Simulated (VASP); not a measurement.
# Si62P (a cell with a defect) in VASP: a series of runs

Si62P (a cell with a defect) is run at these levels: PBE; tasks: single point.

Everything below comes from runs of VASP 6.6.1. Logs are shortened: lines on timing, memory, paths and dates and some standing lists are left out, and cuts for length are marked.

### Step 1. The cell of the first run

The cell holds a defect, 63 atoms: a = 10.860 Å, b = 10.860 Å, c = 10.860 Å, α = 90.00°, β = 90.00°, γ = 90.00°.

### Step 2. Single point, PBE, collinear spin

The input, INCAR:

```
ALGO = Normal ; EDIFF = 1E-6
ENCUT = 520 ; GGA = PE
ISIF = 2 ; ISMEAR = 0
ISPIN = 2 ; LASPH = True
LCHARG = False ; LORBIT = 11
LREAL = Auto ; LUSENCCL = False
LWAVE = False ; MAGMOM = 0 0 0 0 0 0 0 0 0 0 0 0 0 0 0 0 0 0 0 0 0 0 0 0 0 0 0 0 0 0 0 0 0 0 0 0 0 0 0 0 0 0 0 0 0 0 0 0 0 0 0 0 0 0 0 0 0 0 0 0 0 0 0.06
NBANDS = 168 ; NELECT = 251.0
NELM = 150 ; PREC = Accurate
SIGMA = 0.02
```

The input, KPOINTS:

```
k-points
0
Gamma
  1 1 1
```

The input, POSCAR:

```
Si62P
1.0
   10.8600000000      0.0000000000      0.0000000000
    0.0000000000     10.8600000000      0.0000000000
    0.0000000000      0.0000000000     10.8600000000
Si P
62 1
Direct
    0.4986244936      0.0015929098     -0.0003953039
    0.6257783610      0.1261039595      0.1255487109
    0.7523640884      0.2523213628     -0.0006710866
    0.8862252302      0.3783153775      0.1138332413
    0.7503172192     -0.0001942910      0.2497383978
    0.8745063536      0.1261176796      0.3742744015
   -0.0001150092      0.0000558011      0.0001545120
    0.1244026703      0.1274134438      0.1227651013
    0.2388968692      0.2612699816     -0.0032248619
    0.3727449355      0.3757803867      0.1227638122
    0.5001122468      0.5002835175      0.0001492634
    0.6258280847      0.6249290055      0.1247766114
    0.7555162063      0.7446755064     -0.0001037753
    0.8752318600      0.8743676796      0.1248043278
    0.2506149171      0.0008609576      0.2490269797
    0.3748209945      0.1253836096      0.3753258748
    0.4993401473      0.2496112339      0.2490406998
    0.6264909761      0.3755482505      0.3735728361
    0.7555476980      0.5000556169      0.2444965009
    0.8752395948      0.6249464088      0.3742231123
    0.5001561694      0.0000501842      0.4999046961
    0.6247387661      0.1253931860      0.6252300184
    0.7510360037      0.2496273481      0.5007276243
    0.8773035912      0.3757934622      0.6273192449
    0.7510408840      0.0008882136      0.7494509208
    0.8773013812      0.1274540516      0.8756497238
    0.1218793738      0.6141066298      0.1139667587
    0.2478521179      0.7478311234     -0.0006819521
    0.3741066298      0.8744177716      0.1255206262
    0.0007291897      0.2523159300      0.2476818600
    0.1252432781      0.3749323204      0.3750417127
    0.2478524862      0.4994561694      0.2476899632
    0.3740930018      0.6256961326      0.3742489871
    0.5004035912      0.7498665746      0.2497044199
    0.6249918048      0.8751927256      0.3750459484
    0.0004466851      0.0016516575      0.5014721915
    0.1249926335      0.1306892265      0.6305491713
    0.2498857274      0.2503138122      0.5007611418
    0.3695946593      0.3752288214      0.6304460405
    0.4986298343      0.4997826888      0.5014065378
    0.6257770718      0.6256931860      0.6259568140
    0.7503173112      0.7498802947      0.4996552486
    0.8745146409      0.8744406077      0.6259360037
    0.2498837017      0.0008973297      0.7501690608
    0.3695729282      0.1306258748      0.8750578269
    0.4992942910      0.2503167587      0.7501546961
    0.6250138122      0.3749365562      0.8747997238
    0.7523563536      0.4994684162      0.7521804788
    0.8861762431      0.6140341621      0.8781467772
    0.0001343462      0.7447284530      0.2445807551
    0.1246619705      0.8737934622      0.3736118785
   -0.0001135359      0.5002972376      0.4999195212
    0.1244005525      0.6229335175      0.6272537753
    0.2505997238      0.7492023020      0.5006895948
    0.3748163904      0.8754695212      0.6252315838
    0.0033197974      0.2614112339      0.7612740331
    0.2389398711      0.4969559853      0.7610778085
    0.3727565378      0.6229110497      0.8756465930
    0.4993392265      0.7491873849      0.7494606814
    0.6264798343      0.8737517495      0.8753739411
    0.0007233886      0.7478458564      0.7521550645
    0.1252418969      0.8751803867      0.8747907919
    0.0624169429      0.4376058011     -0.0625182320
```

Potentials or basis: VASP PAW PBE potentials, release 64 (Si, P).

On the command line:

```bash
cat potpaw_PBE.64/Si/POTCAR potpaw_PBE.64/P/POTCAR > POTCAR
mpirun -np 1 vasp_gam > vasp.out
```

OUTCAR:

```text
EDIFF = 1E-6
   ENCUT = 520
   GGA = PE
   ISIF = 2
   ISMEAR = 0
   ISPIN = 2
   LASPH = True
   LORBIT = 11
   LREAL = Auto
   NELECT = 251.0
   NELM = 150
   PREC = Accurate

 ion  position               nearest neighbor table
   1  0.499  0.002  1.000-   2 2.37  29 2.37  60 2.38  45 2.40
   2  0.626  0.126  0.126-  17 2.34   5 2.35   1 2.37   3 2.38
   3  0.752  0.252  0.999-  26 2.34  47 2.35   4 2.35   2 2.38
   4  0.886  0.378  0.114-  30 2.35   3 2.35  19 2.40  63 2.78
   5  0.750  1.000  0.250-   2 2.35   6 2.35  35 2.35  14 2.35
   6  0.875  0.126  0.374-  23 2.34   5 2.35  36 2.37  30 2.38
[... 54 lines left out ...]
  61  0.001  0.748  0.752-  53 2.34  62 2.35  49 2.35  43 2.38
  62  0.125  0.875  0.875-  28 2.35  61 2.35  44 2.35   7 2.36
  63  0.062  0.438  0.937-  56 2.78   4 2.78  49 2.78   9 2.78  57 2.79  27 2.79

  LATTYP: Found a simple cubic cell.
 ALAT       =    10.8600000000

  Lattice vectors:

 A1 = (  10.8600000000,   0.0000000000,   0.0000000000)
 A2 = (   0.0000000000,  10.8600000000,   0.0000000000)
 A3 = (   0.0000000000,   0.0000000000,  10.8600000000)

Analysis of symmetry for initial positions (statically):
=====================================================================
 Subroutine PRICEL returns:
 Original cell was already a primitive cell.

 Routine SETGRP: Setting up the symmetry group for a
 simple cubic supercell.

 Subroutine GETGRP returns: Found  1 space group operations
 (whereof  1 operations were pure point group operations)
 out of a pool of 48 trial point group operations.

The static configuration has the point symmetry C_1 .

Analysis of symmetry for dynamics (positions and initial velocities):
=====================================================================
 Subroutine PRICEL returns:
 Original cell was already a primitive cell.

 Routine SETGRP: Setting up the symmetry group for a
 simple cubic supercell.

 Subroutine GETGRP returns: Found  1 space group operations
 (whereof  1 operations were pure point group operations)
 out of a pool of 48 trial point group operations.

The dynamic configuration has the point symmetry C_1 .

Analysis of structural, dynamic, and magnetic symmetry:
=====================================================================
 Subroutine PRICEL returns:
 Original cell was already a primitive cell.

 Routine SETGRP: Setting up the symmetry group for a
 simple cubic supercell.

 Subroutine GETGRP returns: Found  1 space group operations
 (whereof  1 operations were pure point group operations)
 out of a pool of 48 trial point group operations.

The overall configuration has the point symmetry C_1 .

 Subroutine INISYM returns: Found  1 space group operations
 (whereof  1 operations are pure point group operations),
 and found     1 'primitive' translations

----------------------------------------------------------------------------------------

                                     Primitive cell

  volume of cell :    1280.8241

  direct lattice vectors                    reciprocal lattice vectors
    10.860000000  0.000000000  0.000000000     0.092081031  0.000000000  0.000000000
     0.000000000 10.860000000  0.000000000     0.000000000  0.092081031  0.000000000
     0.000000000  0.000000000 10.860000000     0.000000000  0.000000000  0.092081031

  length of vectors
    10.860000000 10.860000000 10.860000000     0.092081031  0.092081031  0.092081031

  position of ions in fractional coordinates (direct lattice)
     0.498624494  0.001592910  0.999604696
[... 166 lines left out ...]
 SYSTEM =  unknown system
   PREC   = accura    normal or accurate (medium, high low for compatibility)
   ISTART =      0    job   : 0-new  1-cont  2-samecut
   ICHARG =      2    charge: 1-file 2-atom 10-const
   ISPIN  =      2    spin polarized calculation?
   LNONCOLLINEAR =      F non collinear calculations
   LSORBIT =      F    spin-orbit coupling
   LASPH  =      T    aspherical Exc in radial PAW
   ENCUT  =  520.0 eV  38.22 Ry    6.18 a.u.  20.19 20.19 20.19*2*pi/ulx,y,z
[... 42 lines left out ...]
  ---------------------------------------------------
  free energy    TOTEN  =      -343.65078805 eV

  energy without entropy =     -343.65026061  energy(sigma->0) =     -343.65052433

 E-fermi :   5.8932     XC(G=0):  -9.3218

 val. band max:        5.8582364063   @ k =   0.0000   0.0000   0.0000
 cond. band min:       5.9282431100   @ k =   0.0000   0.0000   0.0000
 fundamental gap:      0.0700067037
 Fermi energy:         5.8932397581

 spin component 1

 k-point     1 :       0.0000    0.0000    0.0000
  band No.  band energies     occupation
      1      -6.1973      1.00000
      2      -5.2814      1.00000
      3      -5.1228      1.00000
      4      -5.1228      1.00000
      5      -5.0914      1.00000
      6      -5.0914      1.00000
[... 129 lines left out ...]
    136       6.8177      0.00000
    137       6.8389      0.00000
 Fermi energy:         5.8932397581

 spin component 2

 k-point     1 :       0.0000    0.0000    0.0000
  band No.  band energies     occupation
      1      -6.1808      1.00000
      2      -5.2536      1.00000
      3      -5.1083      1.00000
      4      -5.1083      1.00000
      5      -5.0774      1.00000
      6      -5.0774      1.00000
[... 129 lines left out ...]
    136       6.8306      0.00000
    137       6.8516      0.00000
 [bands above 137 left out]

------------------------ aborting loop because EDIFF is reached ----------------------------------------

  FORCE on cell =-STRESS in cart. coord.  units (eV):
  Direction    XX          YY          ZZ          XY          YZ          ZX
  --------------------------------------------------------------------------------------
  -------------------------------------------------------------------------------------
  Total      -11.6155224    -11.6124792    -11.6131559      0.6772548     -0.6879229      0.6755544
  in kB      -14.5298072    -14.5260005    -14.5268470      0.8471752     -0.8605199      0.8450481
  external PRESSURE =     -14.5275516 kB  Pullay stress =       0.0000000 kB

 VOLUME and BASIS-vectors are now :
 -----------------------------------------------------------------------------
  energy-cutoff  :      520.00
  volume of cell :     1280.82
      direct lattice vectors                 reciprocal lattice vectors
    10.860000000  0.000000000  0.000000000     0.092081031  0.000000000  0.000000000
     0.000000000 10.860000000  0.000000000     0.000000000  0.092081031  0.000000000
     0.000000000  0.000000000 10.860000000     0.000000000  0.000000000  0.092081031

 POSITION                                       TOTAL-FORCE (eV/Angst)
 -----------------------------------------------------------------------------------
      5.41506      0.01730     10.85571         0.001544     -0.001765      0.018057
      6.79595      1.36949      1.36346        -0.014448     -0.007157      0.005502
      8.17067      2.74021     10.85271        -0.013422      0.001084      0.017493
      9.62441      4.10850      1.23623         0.000568     -0.033205     -0.000436
      8.14845     10.85789      2.71216         0.003493     -0.024160     -0.002934
      9.49714      1.36964      4.06462        -0.005857     -0.007030      0.014053
[... 55 lines left out ...]
      1.36013      9.50446      9.50023         0.002048     -0.000619     -0.002229
      0.67785      4.75240     10.18105         0.001753     -0.003546     -0.001781
 -----------------------------------------------------------------------------------
    total drift:                                0.016900     -0.009425     -0.010800

  FREE ENERGIE OF THE ION-ELECTRON SYSTEM (eV)
  ---------------------------------------------------
  free  energy   TOTEN  =      -343.6507880507 eV

  energy  without entropy=     -343.6502606102  energy(sigma->0) =     -343.65052433

 total charge

# of ion       s       p       d       tot
------------------------------------------
    1        0.743   0.920   0.000   1.663
    2        0.743   0.937   0.000   1.679
    3        0.742   0.943   0.000   1.685
    4        0.764   0.850   0.000   1.614
    5        0.739   0.947   0.000   1.687
    6        0.743   0.937   0.000   1.679
[... 55 lines left out ...]
   62        0.738   0.954   0.000   1.692
   63        1.151   1.181   0.000   2.332
--------------------------------------------------
tot         47.232  58.924   0.000 106.156

 magnetization (x)

# of ion       s       p       d       tot
------------------------------------------
    1        0.000   0.005   0.000   0.006
    2        0.001   0.006   0.000   0.006
    3        0.000   0.003   0.000   0.003
    4        0.003   0.016   0.000   0.019
    5        0.000   0.004   0.000   0.004
    6        0.001   0.006   0.000   0.006
[... 55 lines left out ...]
   62        0.000   0.002   0.000   0.002
   63        0.035  -0.003   0.000   0.032
--------------------------------------------------
tot          0.063   0.361   0.000   0.424
```

Run time: 2.2 min. Hardware: 1 × NVIDIA H100 80GB with 1 thread of AMD EPYC 7R13 (Zen 3), shared host; peak memory 2 GiB.

Results:

```yaml
Free_energy: -343.6508 eV
Largest_force: 0.048 eV/Å
Net_moment: 0.99 μB per cell
Site_moments: Si +0.01, +0.00, +0.02 (each value once); P +0.03 μB
Valence_electrons_inside_the_program's_atomic_spheres: Si 1.66, 1.68, 1.69, 1.61, 1.67 (each value once); P 2.33
```

Forces in eV/Å, atoms in the order of the input:
```
Si   0.002 -0.002  0.018
Si  -0.014 -0.007  0.006
Si  -0.013  0.001  0.017
Si   0.001 -0.033  0.000
Si   0.003 -0.024 -0.003
Si  -0.006 -0.007  0.014
Si  -0.008  0.001  0.010
Si   0.016 -0.014  0.001
Si   0.001 -0.001  0.032
Si   0.014 -0.016  0.001
Si   0.003  0.010  0.007
Si   0.030 -0.023 -0.023
Si   0.013 -0.013 -0.024
Si   0.023 -0.028 -0.023
Si   0.003 -0.016  0.009
Si   0.000 -0.002  0.020
Si   0.016 -0.004  0.009
Si   0.000 -0.017  0.000
Si   0.012 -0.025 -0.013
Si   0.023 -0.023 -0.029
Si   0.012 -0.005 -0.010
Si  -0.021 -0.002 -0.001
Si  -0.010 -0.004 -0.017
Si  -0.002 -0.016 -0.015
Si  -0.010 -0.016 -0.004
Si  -0.002 -0.015 -0.017
Si   0.034  0.000 -0.001
Si  -0.001  0.014  0.017
Si   0.006  0.014  0.006
Si  -0.017  0.001  0.013
Si   0.002 -0.003  0.001
Si  -0.001  0.017  0.013
Si   0.007  0.005  0.014
Si   0.025 -0.001 -0.002
Si  -0.007  0.005  0.007
Si  -0.018 -0.002 -0.001
Si  -0.025  0.012  0.013
Si  -0.024  0.025  0.033
Si  -0.011  0.024  0.012
Si   0.003  0.018 -0.002
Si  -0.014  0.006 -0.008
Si   0.003 -0.002 -0.026
Si  -0.006  0.014 -0.007
Si  -0.025  0.033  0.025
Si  -0.011  0.012  0.025
Si  -0.034  0.025  0.024
Si  -0.001 -0.003 -0.002
Si  -0.014  0.017  0.001
Si   0.001 -0.001 -0.033
Si   0.024 -0.013 -0.013
Si   0.018  0.000  0.000
Si  -0.007  0.010 -0.002
Si   0.016  0.000 -0.013
Si   0.003  0.008 -0.016
Si   0.000  0.020  0.000
Si  -0.032 -0.001 -0.001
Si   0.001  0.032 -0.001
Si   0.014  0.000 -0.016
Si   0.015  0.008 -0.004
Si   0.001 -0.001 -0.017
Si  -0.017  0.013  0.001
Si   0.002 -0.001 -0.002
P    0.002 -0.004 -0.002
```

Levels at points of the mesh, in eV from the Fermi level:
Spin up:
| k point | band 122 | band 123 | band 124 | band 125 | band 126 | band 127 | band 128 | band 129 | band 130 | band 131 |
| --- | --- | --- | --- | --- | --- | --- | --- | --- | --- | --- |
| (0.00, 0.00, 0.00) | -1.28 | -0.70 | -0.69 | -0.69 | -0.04 | 0.28 | 0.28 | 0.47 | 0.47 | 0.57 |
Spin down:
| k point | band 123 | band 124 | band 125 | band 126 | band 127 | band 128 |
| --- | --- | --- | --- | --- | --- | --- |
| (0.00, 0.00, 0.00) | -0.66 | -0.66 | -0.66 | 0.03 | 0.31 | 0.31 |

Caveat: the k points lie up to 0.58 Å⁻¹ apart; the cell carries a net charge on a neutralising background, which shifts energy and pressure; the cell is charged against a uniform background, so pressure and absolute levels hang on convention.

(Continued in part 2 of 2.)
